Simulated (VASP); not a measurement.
# GeIrRu3 (Pm-3m) in VASP: notebook, part 2 of 2

VASP 6.6.1. The steps go on from the part before.

### Step 3. Single point, PBE

This run uses another cell than the first one, of 17.27 Å³/atom.

INCAR

```
  ALGO = Fast
  EDIFF = 1E-6
  ENCUT = 520
  GGA = PE
  ISIF = 2
  ISMEAR = 0
  LASPH = T
  LCHARG = F
  LREAL = F
  LWAVE = F
  NBANDS = 40
  NELM = 60
  PREC = Accurate
  SIGMA = 0.1
```

KPOINTS

```
k-points
0
Gamma
  4 4 4
```

POSCAR

```
GeIrRu3
1.0
    4.4197167818      0.0000000000      0.0000000000
    0.0000000000      4.4197167818      0.0000000000
    0.0000000000      0.0000000000      4.4197167818
Ge Ru Ir
1 3 1
Direct
    0.5000000000      0.5000000000      0.5000000000
    0.0000000000      0.5000000000      0.5000000000
    0.5000000000      0.0000000000      0.5000000000
    0.5000000000      0.5000000000      0.0000000000
    0.0000000000      0.0000000000      0.0000000000
```

Potentials or basis: VASP PAW PBE potentials, release 64 (Ge_d, Ru_pv, Ir).

Command:

```bash
$ cat potpaw_PBE.64/Ge_d/POTCAR potpaw_PBE.64/Ru_pv/POTCAR potpaw_PBE.64/Ir/POTCAR > POTCAR
$ mpirun -np 1 vasp_std > vasp.out
```

OUTCAR:

```text
EDIFF = 1E-6
   ENCUT = 520
   GGA = PE
   ISIF = 2
   ISMEAR = 0
   LASPH = T
   LREAL = F
   NELM = 60
   PREC = Accurate

 ion  position               nearest neighbor table
   1  0.500  0.500  0.500-   2 2.21   3 2.21   4 2.21   4 2.21   3 2.21   2 2.21
   2  0.000  0.500  0.500-   1 2.21   1 2.21   4 3.13   5 3.13   4 3.13   5 3.13   3 3.13   5 3.13
                             5 3.13   3 3.13   3 3.13   4 3.13   4 3.13   3 3.13
   3  0.500  0.000  0.500-   1 2.21   1 2.21   4 3.13   5 3.13   4 3.13   5 3.13   2 3.13   2 3.13
[... 623 lines left out ...]
  --------------------------------------------------------------------------------------
  -------------------------------------------------------------------------------------
  Total        0.3370153      0.3370153      0.3370153     -0.0000000      0.0000000     -0.0000000
  in kB        6.2542739      6.2542739      6.2542739     -0.0000000      0.0000000     -0.0000000
  external PRESSURE =       6.2542739 kB  Pullay stress =       0.0000000 kB

 VOLUME and BASIS-vectors are now :
 -----------------------------------------------------------------------------
  energy-cutoff  :      520.00
  volume of cell :       86.33
      direct lattice vectors                 reciprocal lattice vectors
     4.419716782  0.000000000  0.000000000     0.226258842  0.000000000  0.000000000
     0.000000000  4.419716782  0.000000000     0.000000000  0.226258842  0.000000000
     0.000000000  0.000000000  4.419716782     0.000000000  0.000000000  0.226258842

 POSITION                                       TOTAL-FORCE (eV/Angst)
 -----------------------------------------------------------------------------------
      2.20986      2.20986      2.20986         0.000000      0.000000      0.000000
      0.00000      2.20986      2.20986         0.000000      0.000000      0.000000
      2.20986      0.00000      2.20986         0.000000      0.000000      0.000000
      2.20986      2.20986      0.00000         0.000000      0.000000      0.000000
      0.00000      0.00000      0.00000         0.000000      0.000000      0.000000
 -----------------------------------------------------------------------------------
    total drift:                                0.000000      0.000000      0.000000

  FREE ENERGIE OF THE ION-ELECTRON SYSTEM (eV)
  ---------------------------------------------------
  free  energy   TOTEN  =       -33.6670963835 eV

  energy  without entropy=      -33.6152173831  energy(sigma->0) =      -33.64115688
```

OSZICAR:

```text
N       E                     dE             d eps       ncg     rms          rms(c)
DAV:   1     0.828571342613E+03    0.82857E+03   -0.34834E+04  1000   0.301E+03
DAV:   2     0.416105031660E+02   -0.78696E+03   -0.76195E+03   824   0.835E+02
DAV:   3    -0.326811116439E+02   -0.74292E+02   -0.68859E+02   896   0.177E+02
DAV:   4    -0.367071820609E+02   -0.40261E+01   -0.40006E+01   920   0.451E+01
DAV:   5    -0.368346711573E+02   -0.12749E+00   -0.12742E+00  1032   0.776E+00    0.215E+01
RMM:   6    -0.357582624631E+02    0.10764E+01   -0.14104E+01   996   0.220E+01    0.183E+01
RMM:   7    -0.342017271502E+02    0.15565E+01   -0.48988E+00   967   0.135E+01    0.855E+00
RMM:   8    -0.339168143504E+02    0.28491E+00   -0.13884E+00   981   0.716E+00    0.439E+00
RMM:   9    -0.336661552957E+02    0.25066E+00   -0.28051E-01  1074   0.333E+00    0.213E+00
RMM:  10    -0.336743142534E+02   -0.81590E-02   -0.11285E-01  1059   0.180E+00    0.876E-01
RMM:  11    -0.336678073762E+02    0.65069E-02   -0.19844E-02  1195   0.792E-01    0.371E-01
RMM:  12    -0.336670047608E+02    0.80262E-03   -0.51658E-03  1224   0.383E-01    0.117E-01
RMM:  13    -0.336670840290E+02   -0.79268E-04   -0.11332E-03  1336   0.142E-01    0.480E-02
RMM:  14    -0.336670920768E+02   -0.80478E-05   -0.18692E-04  1261   0.651E-02    0.213E-02
RMM:  15    -0.336670949114E+02   -0.28346E-05   -0.40316E-05  1225   0.290E-02    0.892E-03
RMM:  16    -0.336670961364E+02   -0.12250E-05   -0.93620E-06   957   0.145E-02    0.265E-03
RMM:  17    -0.336670963835E+02   -0.24707E-06   -0.16948E-06   555   0.815E-03
   1 F= -.33667096E+02 E0= -.33641157E+02  d E =-.518790E-01
```

stdout:

```text
POSCAR found type information on POSCAR GeRuIr
 POSCAR found :  3 types and       5 ions
 scaLAPACK will be used
 LDA part: xc-table for (Slater+PW92), standard interpolation
 POSCAR, INCAR and KPOINTS ok, starting setup
 FFT: planning ... GRIDC
 FFT: planning ... GRID_SOFT
 FFT: planning ... GRID
 WAVECAR not read
 entering main loop
```

It took 61 s on 1 thread of Intel Xeon 8259CL, shared host; peak memory 0.22 GiB.

Results:

```
Free energy            : -33.6671 eV
Pressure               : 0.6 GPa
Band gap on the k mesh : zero (an odd number of electrons rules out a gap without spin polarisation)
```

Caveat: spin-orbit coupling is left out, which moves the levels of the heavy elements.

### Step 4. Relaxation of cell and atoms, PBE

INCAR

```
  ALGO = Fast
  EDIFF = 1E-7
  EDIFFG = -0.04
  ENCUT = 600
  GGA = PE
  IBRION = 2
  ISIF = 3
  ISMEAR = 0
  LASPH = True
  LCHARG = False
  LREAL = False
  LWAVE = False
  NELM = 100
  NSW = 90
  PREC = Accurate
  SIGMA = 0.1
```

KPOINTS is that of step 3.

POSCAR: that of step 3 with these lines changed.

```diff
@@ -2,5 +2,5 @@
 1.0
-    4.4197167818      0.0000000000      0.0000000000
-    0.0000000000      4.4197167818      0.0000000000
-    0.0000000000      0.0000000000      4.4197167818
+    3.9766198500      0.0000000000      0.0000000000
+    0.0000000000      3.9766198500      0.0000000000
+    0.0000000000      0.0000000000      3.9766198500
 Ge Ru Ir
```

Command:

```bash
$ cat potpaw_PBE.64/Ge_d/POTCAR potpaw_PBE.64/Ru_pv/POTCAR potpaw_PBE.64/Ir/POTCAR > POTCAR
$ mpirun -np 1 vasp_std > vasp.out
```

Run time: 13 min. Hardware: 1 thread of Intel Xeon 8259CL, shared host; peak memory 0.21 GiB.

It converged, with:

| Item | Value |
| --- | --- |
| Free energy | -33.6528 eV |
| Relaxed volume | 17.33 Å³/atom |
| Relaxed cell | a = 4.425 Å, b = 4.425 Å, c = 4.425 Å, α = 90.00°, β = 90.00°, γ = 90.00° |
| Space group after relaxing (to 0.1 Å) | Pm-3m (No. 221) |
| Pressure after relaxing | 0.0 GPa |
| Band gap on the k mesh | zero (an odd number of electrons rules out a gap without spin polarisation) |

Final structure:
```
CELL_PARAMETERS angstrom
4.42534 0.00000 0.00000
0.00000 4.42534 0.00000
0.00000 0.00000 4.42534
ATOMIC_POSITIONS crystal
Ge 0.50000 0.50000 0.50000
Ru 0.00000 0.50000 0.50000
Ru 0.50000 0.00000 0.50000
Ru 0.50000 0.50000 0.00000
Ir 0.00000 0.00000 0.00000
```

Levels at points of the mesh, in eV from the Fermi level:
```tsv
k point	band 29	band 30	band 31	band 32	band 33	band 34	band 35	band 36
(0.00, 0.00, 0.00)	-0.95	0.16	0.16	0.45	0.58	0.82	0.82	0.82
(0.50, 0.00, 0.00)	-1.02	-1.01	-0.81	-0.81	-0.33	0.04	0.45	0.82
(0.50, 0.50, 0.00)	-1.03	-0.92	-0.84	-0.72	-0.72	-0.34	0.97	1.34
(0.50, 0.50, 0.50)	-0.03	-0.03	0.36	0.36	0.36	0.39	0.39	0.39
```

Caveat: the k points lie up to 0.35 Å⁻¹ apart in the final cell, too coarse for converged energies and pressures of a metal; the volume moved by over 15 % at a fixed basis, so the end points are rough; spin-orbit coupling is left out, which moves the levels of the heavy elements.

### Step 5. Single point, PBE

This run uses another cell than the first one, of 17.26 Å³/atom.

INCAR

```
SYSTEM = GeIrRu3
PREC = Accurate
ENCUT = 520
EDIFF = 1E-6
ISMEAR = 0
SIGMA = 0.1
LREAL = .False.
LASPH = .True.
NELM = 80
ALGO = Fast
ISIF = 2
LWAVE = .False.
LCHARG = .True.
GGA = PE
LELF = .True.
LVHAR = .True.
NBANDS = 40
```

KPOINTS

```
Automatic mesh
0
Gamma
  8 8 8
  0 0 0
```

POSCAR: that of step 4 with these lines changed.

```diff
@@ -2,5 +2,5 @@
 1.0
-    3.9766198500      0.0000000000      0.0000000000
-    0.0000000000      3.9766198500      0.0000000000
-    0.0000000000      0.0000000000      3.9766198500
+    4.4187786096      0.0000000000      0.0000000000
+    0.0000000000      4.4187786096      0.0000000000
+    0.0000000000      0.0000000000      4.4187786096
 Ge Ru Ir
```

Command:

```bash
$ cat potpaw_PBE.64/Ge_d/POTCAR potpaw_PBE.64/Ru_pv/POTCAR potpaw_PBE.64/Ir/POTCAR > POTCAR
$ mpirun -np 1 vasp_std > vasp.out
```

Wall time 4.6 min (1 thread of Intel Xeon 8259CL, shared host); peak memory 0.28 GiB.

It converged, with:

```yaml
Free_energy: -33.7378 eV
Pressure: 0.3 GPa
Band_gap_on_the_k_mesh: zero (an odd number of electrons rules out a gap without spin polarisation)
```

Levels at points of the mesh, in eV from the Fermi level:
| k point | band 29 | band 30 | band 31 | band 32 | band 33 | band 34 | band 35 | band 36 | band 37 | band 38 |
| --- | --- | --- | --- | --- | --- | --- | --- | --- | --- | --- |
| (0.00, 0.00, 0.00) | -0.96 | 0.18 | 0.18 | 0.43 | 0.43 | 0.43 | 0.60 | 0.85 | 0.85 | 0.85 |
| (0.50, 0.00, 0.00) | -1.05 | -0.98 | -0.80 | -0.80 | -0.32 | 0.07 | 0.44 | 0.85 | 2.74 | 2.74 |
| (0.50, 0.50, 0.00) | -1.00 | -0.94 | -0.82 | -0.72 | -0.72 | -0.32 | 0.96 | 1.35 | 1.35 | 1.62 |
| (0.50, 0.50, 0.50) | -0.03 | -0.03 | 0.37 | 0.37 | 0.37 | 0.41 | 0.41 | 0.41 | 0.60 | 0.60 |

Caveat: spin-orbit coupling is left out, which moves the levels of the heavy elements.

### Step 6. Relaxation of cell and atoms, PBE

This run uses another cell than the first one, of 17.27 Å³/atom.

INCAR

```
  PREC = Accurate
  ENCUT = 600
  EDIFF = 1E-6
  ISMEAR = 0
  SIGMA = 0.1
  LREAL = F
  LASPH = T
  NELM = 100
  ALGO = Fast
  ISIF = 3
  LWAVE = F
  LCHARG = F
  GGA = PE
  IBRION = 2
  NSW = 100
  EDIFFG = -0.01
```

KPOINTS

```
Automatic mesh
0
Gamma
  8 8 8
```

POSCAR: that of step 5 with these lines changed.

```diff
@@ -2,5 +2,5 @@
 1.0
-    4.4187786096      0.0000000000      0.0000000000
-    0.0000000000      4.4187786096      0.0000000000
-    0.0000000000      0.0000000000      4.4187786096
+    4.4197167818      0.0000000000      0.0000000000
+    0.0000000000      4.4197167818      0.0000000000
+    0.0000000000      0.0000000000      4.4197167818
 Ge Ru Ir
```

Potentials or basis: VASP PAW PBE potentials, release 64 (Ge_d, Ru_pv, Ir).

Command:

```bash
$ cat potpaw_PBE.64/Ge_d/POTCAR potpaw_PBE.64/Ru_pv/POTCAR potpaw_PBE.64/Ir/POTCAR > POTCAR
$ mpirun -np 1 vasp_std > vasp.out
```

Run time: 10 min. Hardware: 1 thread of Intel Xeon 8259CL, shared host; peak memory 0.31 GiB.

Results (log left out):

| Property | Result |
| --- | --- |
| Free energy | -33.7378 eV |
| Relaxed volume | 17.29 Å³/atom |
| Relaxed cell | a = 4.422 Å, b = 4.422 Å, c = 4.422 Å, α = 90.00°, β = 90.00°, γ = 90.00° |
| Space group after relaxing (to 0.1 Å) | Pm-3m (No. 221) |
| Energy gained by relaxing | 0.0 meV/atom |
| Ionic steps | 3 |
| Pressure after relaxing | 0.0 GPa |
| Band gap on the k mesh | zero (an odd number of electrons rules out a gap without spin polarisation) |

Step by step:
```csv
step,energy change (eV),largest force (eV/Å),pressure (GPa),volume (Å³)
1,0.0000,0.0000,0.33,86.33
2,0.0005,0.0000,-0.62,86.78
3,-0.0001,0.0000,-0.04,86.47
```

Final structure:
```yaml
crystal:
  lattice:
    - [4.42209, 0.00000, 0.00000]
    - [0.00000, 4.42209, 0.00000]
    - [0.00000, 0.00000, 4.42209]
  atoms:
    - { symbol: Ge, position: [0.50000, 0.50000, 0.50000] }
    - { symbol: Ru, position: [0.00000, 0.50000, 0.50000] }
    - { symbol: Ru, position: [0.50000, 0.00000, 0.50000] }
    - { symbol: Ru, position: [0.50000, 0.50000, 0.00000] }
    - { symbol: Ir, position: [0.00000, 0.00000, 0.00000] }
```

Levels at points of the mesh, in eV from the Fermi level:
```csv
k point,band 30,band 31,band 32,band 33,band 34,band 35,band 36,band 37
"(0.00, 0.00, 0.00)",0.18,0.18,0.43,0.43,0.43,0.60,0.85,0.85
"(0.50, 0.00, 0.00)",-0.98,-0.80,-0.80,-0.31,0.07,0.43,0.85,2.74
"(0.50, 0.50, 0.00)",-0.94,-0.82,-0.71,-0.71,-0.31,0.96,1.34,1.34
"(0.50, 0.50, 0.50)",-0.03,0.36,0.36,0.36,0.42,0.42,0.42,0.60
```

Caveat: spin-orbit coupling is left out, which moves the levels of the heavy elements.

### Step 7. Overview

| task | cell | k mesh | cutoff (eV) | gap on the mesh (eV) | pressure (GPa) | relaxed volume (Å³/atom) |
| --- | --- | --- | --- | --- | --- | --- |
| single point | a = 3.977 Å, 5 atoms | 4 × 4 × 4 | 520 | none | 119.0 | - |
| single point | a = 4.420 Å, 5 atoms | 4 × 4 × 4 | 520 | none | 0.6 | - |
| relaxation of cell and atoms | relaxed from a = 3.977 Å, 5 atoms | 4 × 4 × 4 | 600 | none | 0.0 | 17.33 |
| single point | a = 4.419 Å, 5 atoms | 8 × 8 × 8 | 520 | none | 0.3 | - |
| relaxation of cell and atoms | relaxed from a = 4.420 Å, 5 atoms | 8 × 8 × 8 | 600 | none | 0.0 | 17.29 |

Alike in all rows: level PBE; potentials or basis VASP PAW PBE potentials, release 64 (Ge_d, Ru_pv, Ir); no spin polarisation; smearing gaussian 0.1 eV.

Caveats: some runs use coarse meshes; spin-orbit coupling is left out, which moves the levels of the heavy elements; the volume moved by over 15 % at a fixed basis, so the end points are rough (at least some runs).

Absolute energies hang on the potentials; compare differences alone.
